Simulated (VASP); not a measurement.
# TiAl (P-6m2) in VASP: single point with LDA

Aim: the single point of TiAl with LDA.

Program: VASP 6.6.1. These are calculated values, not measurements. Logs are shortened: lines on timing, memory, paths and dates and some standing lists are left out, and cuts for length are marked.

## (1) The cell of the first run

Symmetry: P-6m2, No. 187, hexagonal system. The conventional cell has a = 2.867 Å, b = 2.867 Å, c = 4.678 Å, α = 90.00°, β = 90.00°, γ = 120.00°. Within 3.8 Å of Ti (site symmetry -6m2) lie 6 Al at 2.87 Å and 6 Ti at 2.87 Å. Within 3.8 Å of Al (site symmetry -6m2) lie 6 Ti at 2.87 Å and 6 Al at 2.87 Å.

## (2) Single point, LDA

INCAR reads:

```
SYSTEM = TiAl
PREC = Accurate ; ENCUT = 520
EDIFF = 1E-6 ; ISMEAR = -1
SIGMA = 0.1 ; LREAL = .FALSE.
LASPH = .TRUE. ; NELM = 80
ALGO = Normal ; ISIF = 2
LWAVE = .FALSE. ; LCHARG = .FALSE.
NBANDS = 14
```

KPOINTS reads:

```
Automatic mesh
0
G
  9 9 5
  0 0 0
```

POSCAR reads:

```
TiAl
1.0
    2.8672620000      0.0000000000      0.0000000000
   -1.4336310000      2.4831217313      0.0000000000
    0.0000000000      0.0000000000      4.6780830000
Ti Al
1 1
Direct
    0.0000000000      0.0000000000      0.0000000000
    0.3333330000      0.6666670000      0.5000000000
```

Potentials or basis: VASP PAW LDA potentials, release 64 (Ti_sv, Al).

On the command line:

```console
$ cat potpaw_LDA.64/Ti_sv/POTCAR potpaw_LDA.64/Al/POTCAR > POTCAR
$ mpirun -np 1 vasp_std > vasp.out
```

OUTCAR:

```text
SYSTEM = TiAl
   PREC = Accurate
   ENCUT = 520
   EDIFF = 1E-6
   ISMEAR = -1
   LREAL = .FALSE.
   LASPH = .TRUE.
   NELM = 80
   ISIF = 2

 ion  position               nearest neighbor table
   1  0.000  0.000  0.000-   2 2.87   2 2.87   2 2.87   2 2.87   2 2.87   2 2.87
   2  0.333  0.667  0.500-   1 2.87   1 2.87   1 2.87   1 2.87   1 2.87   1 2.87

  LATTYP: Found a hexagonal cell.
 ALAT       =     2.8672620000
 C/A-ratio  =     1.6315505873

  Lattice vectors:

 A1 = (   2.8672620000,   0.0000000000,   0.0000000000)
 A2 = (  -1.4336310000,   2.4831217313,   0.0000000000)
 A3 = (   0.0000000000,   0.0000000000,   4.6780830000)

Analysis of symmetry for initial positions (statically):
=====================================================================
 Subroutine PRICEL returns:
 Original cell was already a primitive cell.

 Routine SETGRP: Setting up the symmetry group for a
 hexagonal supercell.

 Subroutine GETGRP returns: Found 12 space group operations
 (whereof 12 operations were pure point group operations)
 out of a pool of 24 trial point group operations.

The static configuration has the point symmetry D_3h.

Analysis of symmetry for dynamics (positions and initial velocities):
=====================================================================
 Subroutine PRICEL returns:
 Original cell was already a primitive cell.

 Routine SETGRP: Setting up the symmetry group for a
 hexagonal supercell.

 Subroutine GETGRP returns: Found 12 space group operations
 (whereof 12 operations were pure point group operations)
 out of a pool of 24 trial point group operations.

The dynamic configuration has the point symmetry D_3h.

 Subroutine INISYM returns: Found 12 space group operations
 (whereof 12 operations are pure point group operations),
 and found     1 'primitive' translations

----------------------------------------------------------------------------------------

                                     Primitive cell

  volume of cell :      33.3068

  direct lattice vectors                    reciprocal lattice vectors
     2.867262000  0.000000000  0.000000000     0.348764780  0.201359439  0.000000000
    -1.433631000  2.483121731  0.000000000     0.000000000  0.402718879  0.000000000
     0.000000000  0.000000000  4.678083000     0.000000000  0.000000000  0.213762774

  length of vectors
     2.867262000  2.867262000  4.678083000     0.402718879  0.402718879  0.213762774

  position of ions in fractional coordinates (direct lattice)
     0.000000000  0.000000000  0.000000000
     0.333333000  0.666667000  0.500000000

  ion indices of the primitive-cell ions
   primitive index   ion index
                 1           1
[... 86 lines left out ...]
   EMIN   =  10.00;   EMAX   =-10.00  energy-range for DOS
   EFERMI =   0.00;   METHOD = LEGACY
   ISMEAR =    -1;   SIGMA  =   0.10  broadening in eV -4-tet -1-fermi 0-gaus
   EFERMI_NEDOS =   21; number of points for ismear=-14 and -15
   IALGO  =     38    algorithm
   IMIX   =      4    mixing-type and parameters
     AMIX     =   0.40;   BMIX     =  1.00
     AMIX_MAG =   1.60;   BMIX_MAG =  1.00
  volume/ion in A,a.u.               =      16.65       112.38
  Fermi-wavevector in a.u.,A,eV,Ry     =   1.254857  2.371335 21.424624  1.574665
  Thomas-Fermi vector in A             =   2.388641
   LORBIT       =      0    0 simple, 1 ext, 2 COOP (PROOUT), +10 PAW based schemes
   GGA     = CA    functional components
   LHFCALC =     F    Hartree Fock is set to
   AEXX    =    0.0000 exact exchange contribution
   IVDW    =     0    specifies the selected vdW correction
   LEPSILON=     F    determine dielectric tensor
   LRPA    =     F    only Hartree local field effects (RPA)
 non-spin polarized calculation
  energy-cutoff  :      520.00
  volume of cell :       33.31
 maximum number of plane-waves:       917
 NGX is ok and might be reduce to    24
   NGX = 11   NGY = 11   NGZ = 17

 number of electron      15.0000001 magnetization

 Free energy of the ion-electron system (eV)
  ---------------------------------------------------
  ext. energy  EPLUGINS =         0.00000000
  ---------------------------------------------------
  free energy    TOTEN  =       -13.25478715 eV

  energy without entropy =      -13.17810426  energy(sigma->0) =      -13.21644570

 E-fermi :   7.6926     XC(G=0): -11.1526

 val. band max:        7.6910161449   @ k =   0.2222   0.1111   0.0000
 cond. band min:       7.7193323785   @ k =   0.3333   0.0000   0.2000
 fundamental gap:      0.0283162337
 Fermi energy:         7.6925967872

 k-point     1 :       0.0000    0.0000    0.0000
  band No.  band energies     occupation
      1     -48.1613      2.00000
      2     -24.8772      2.00000
      3     -24.4346      2.00000
      4     -24.4346      2.00000
      5      -1.2535      2.00000
      6       5.3738      2.00000
      7       5.8740      2.00000
      8       8.9142      0.00001
      9       8.9142      0.00001
     10      10.3716      0.00000
     11      10.3716      0.00000
     12      11.5165      0.00000
     13      20.4406      0.00000
     14      20.4406      0.00000
[... 377 lines left out ...]
      1     -48.0483      2.00000
      2     -24.8496      2.00000
      3     -24.8463      2.00000
      4     -24.7683      2.00000
      5       5.8264      2.00000
      6       5.8948      2.00000
      7       5.9707      2.00000
      8       7.0796      1.99566
      9       7.6575      1.17364
     10       9.9459      0.00000
     11      10.7452      0.00000
     12      10.7759      0.00000
     13      14.4575      0.00000
     14      14.8050      0.00000

 [... further k-points ...]

------------------------ aborting loop because EDIFF is reached ----------------------------------------

  FORCE on cell =-STRESS in cart. coord.  units (eV):
  Direction    XX          YY          ZZ          XY          YZ          ZX
  --------------------------------------------------------------------------------------
  -------------------------------------------------------------------------------------
  Total       -1.1630755     -1.1630755     -1.3751418      0.0000000      0.0000000      0.0000000
  in kB      -55.9480798    -55.9480798    -66.1492256      0.0000000      0.0000000      0.0000000
  external PRESSURE =     -59.3484617 kB  Pullay stress =       0.0000000 kB

 VOLUME and BASIS-vectors are now :
 -----------------------------------------------------------------------------
  energy-cutoff  :      520.00
  volume of cell :       33.31
      direct lattice vectors                 reciprocal lattice vectors
     2.867262000  0.000000000  0.000000000     0.348764780  0.201359439  0.000000000
    -1.433631000  2.483121731  0.000000000     0.000000000  0.402718879  0.000000000
     0.000000000  0.000000000  4.678083000     0.000000000  0.000000000  0.213762774

 POSITION                                       TOTAL-FORCE (eV/Angst)
 -----------------------------------------------------------------------------------
      0.00000      0.00000      0.00000         0.000000      0.000000      0.000000
     -0.00000      1.65542      2.33904        -0.000000      0.000000      0.000000
 -----------------------------------------------------------------------------------
    total drift:                               -0.000030      0.000017     -0.000000

  FREE ENERGIE OF THE ION-ELECTRON SYSTEM (eV)
  ---------------------------------------------------
  free  energy   TOTEN  =       -13.2547871454 eV

  energy  without entropy=      -13.1781042585  energy(sigma->0) =      -13.21644570
```

OSZICAR:

```text
N       E                     dE             d eps       ncg     rms          rms(c)
DAV:   1     0.946781120335E+02    0.94678E+02   -0.70294E+03  1008   0.106E+03
DAV:   2    -0.903797455186E+01   -0.10372E+03   -0.99802E+02  1044   0.293E+02
DAV:   3    -0.146179389384E+02   -0.55800E+01   -0.54629E+01  1538   0.642E+01
DAV:   4    -0.147734747836E+02   -0.15554E+00   -0.15527E+00  1172   0.939E+00
DAV:   5    -0.147792526021E+02   -0.57778E-02   -0.57772E-02  1504   0.169E+00    0.904E+00
DAV:   6    -0.135958356494E+02    0.11834E+01   -0.59796E+00  1146   0.297E+01    0.377E+00
DAV:   7    -0.132888490419E+02    0.30699E+00   -0.82183E-01  1122   0.104E+01    0.195E+00
DAV:   8    -0.132592303990E+02    0.29619E-01   -0.17153E-01  1182   0.420E+00    0.752E-01
DAV:   9    -0.132580196177E+02    0.12108E-02   -0.55460E-02  1110   0.315E+00    0.489E-01
DAV:  10    -0.132547280114E+02    0.32916E-02   -0.97781E-03  1104   0.117E+00    0.703E-02
DAV:  11    -0.132547895327E+02   -0.61521E-04   -0.68999E-04  1344   0.231E-01    0.420E-02
DAV:  12    -0.132547889226E+02    0.61011E-06   -0.28910E-05  1124   0.514E-02    0.215E-02
DAV:  13    -0.132547873012E+02    0.16214E-05   -0.44190E-06  1164   0.225E-02    0.722E-03
DAV:  14    -0.132547871454E+02    0.15581E-06   -0.60137E-07   664   0.874E-03
   1 F= -.13254787E+02 E0= -.13216446E+02  d E =-.766829E-01
```

stdout:

```text
POSCAR found type information on POSCAR TiAl
 POSCAR found :  2 types and       2 ions
 scaLAPACK will be used
 LDA part: xc-table for (Slater(with rela. corr.)+CA(PZ))
 , standard interpolation
 POSCAR, INCAR and KPOINTS ok, starting setup
 FFT: planning ... GRIDC
 FFT: planning ... GRID_SOFT
 FFT: planning ... GRID
 WAVECAR not read
 entering main loop
```

It took 23 s on 1 thread of Intel Xeon 8259CL, shared host; peak memory 0.14 GiB.

Results:

* Free energy: -13.2548 eV
* Pressure: -5.9 GPa
* Band gap on the k mesh: zero (an odd number of electrons rules out a gap without spin polarisation)

Caveat: the cell stands under tension.
